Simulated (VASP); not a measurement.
Here is a VASP 6.6.1 calculation.

File INCAR:

```
PREC = Accurate ; ENCUT = 600
EDIFF = 1E-6 ; ISMEAR = -1
SIGMA = 0.05 ; LREAL = False
LASPH = True ; NELM = 100
ALGO = Normal ; ISIF = 3
LWAVE = False ; LCHARG = False
IBRION = 2 ; NSW = 32
EDIFFG = -0.005 ; PSTRESS = 750.0
```

The input KPOINTS:

```
regular mesh
0
Gamma
  18 18 18
```

Contents of POSCAR:

```
Ti
1.0
    0.0000000000      1.7794020918      1.7794020918
    1.7794020918      0.0000000000      1.7794020918
    1.7794020918      1.7794020918      0.0000000000
Ti
1
Direct
    0.0000000000      0.0000000000      0.0000000000
```

Potentials or basis: VASP PAW LDA potentials, release 64 (Ti_sv).

Run with:

```sh
$ cat potpaw_LDA.64/Ti_sv/POTCAR > POTCAR
$ mpirun -np 1 vasp_std > vasp.out
```

Question: Predict the relaxed cell.

Answer: a = 2.514 Å, b = 2.514 Å, c = 2.514 Å, α = 60.00°, β = 60.00°, γ = 60.00°.

Question: Predict the band gap on the k mesh.

Answer: Zero (band 6 reaches 14.41 eV, above the bottom of band 7 at 12.65 eV).

Question: Estimate the relaxed volume.

Answer: 11.24 Å³/atom.

Question: Predict the space group after relaxing (to 0.05 Å).

Answer: Fm-3m (No. 225).

Final structure:
```cif
data_structure
_symmetry_space_group_name_H-M 'P 1'
_symmetry_Int_Tables_number 1
_cell_length_a 2.5144
_cell_length_b 2.5144
_cell_length_c 2.5144
_cell_angle_alpha 60.000
_cell_angle_beta 60.000
_cell_angle_gamma 60.000
_cell_volume 11.24
loop_
_atom_site_label
_atom_site_type_symbol
_atom_site_fract_x
_atom_site_fract_y
_atom_site_fract_z
_atom_site_occupancy
Ti1 Ti 0.00000 0.00000 0.00000 1
```

Caveat: the cell is relaxed towards a set pressure, so the enthalpy falls and the energy may rise.
